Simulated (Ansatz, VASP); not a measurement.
## AlN in VASP and in Ansatz

INCAR

```
SYSTEM = AlN
ALGO = Normal
EDIFF = 1E-7
ENCUT = 520
GGA = PE
ISIF = 2
ISMEAR = 0
LASPH = .TRUE.
LCHARG = .FALSE.
LREAL = .FALSE.
LWAVE = .FALSE.
NBANDS = 11
NELM = 100
PREC = Accurate
SIGMA = 0.05
```

The input KPOINTS:

```
k-points
0
G
  10 10 10
  0 0 0
```

The input POSCAR:

```
AlN
1.0
    0.1135295273      2.2422081634      2.2422081634
    2.2422081634      0.1135295273      2.2422081634
    2.2422081634      2.2422081634      0.1135295273
Al N
1 1
Direct
    0.0000000000      0.0000000000      0.0000000000
    0.7500000000      0.7500000000      0.7500000000
```

Input for Ansatz:

```yaml
crystal:
  lattice:
    - [0.1135295273, 2.2422081634, 2.2422081634]
    - [2.2422081634, 0.1135295273, 2.2422081634]
    - [2.2422081634, 2.2422081634, 0.1135295273]
  atoms:
    - { symbol: Al, position: [0.0, 0.0, 0.0] }
    - { symbol: "N", position: [0.75, 0.75, 0.75] }
basis:
  ecutwfc: 420
kpoints:
  mp_grid: { grid: [10, 10, 10] }
hamiltonian:
  xc: pbe
scf:
  occupations: { method: gaussian, width: 0.05 }
output:
  forces: true
  stress: true
  eigenvalues: true
```

Alike in both runs: task single point; functional PBE; k mesh 10 × 10 × 10; occupations gaussian, width 0.05 eV; no spin polarisation.

|  | VASP | Ansatz |
| --- | --- | --- |
| version | VASP 6.6.1 | Ansatz 0.2.0 |
| potentials or method | VASP PAW PBE potentials, release 64 (Al, N), cutoff 520 eV | scalar-relativistic, plane waves, PAW |
| valence electrons in the cell | 8 | 8 |

VASP gave:

- gap on the k mesh at the Fermi level (eV): 3.11
- least direct gap on the mesh (eV): 3.84
- pressure (GPa): 6.2
- traceless stress, the component that is largest in VASP (GPa): -11.15
- rms of the force components (eV/Å): 0.329

**Question.** Which values does Ansatz return?

**Answer.** gap on the k mesh at the Fermi level (eV): 3.12; least direct gap on the mesh (eV): 3.84; pressure (GPa): 6.4; traceless stress, the component that is largest in VASP (GPa): -11.06; rms of the force components (eV/Å): 0.328.

Atom by atom the forces differ by 0.001 eV/Å (rms over components).
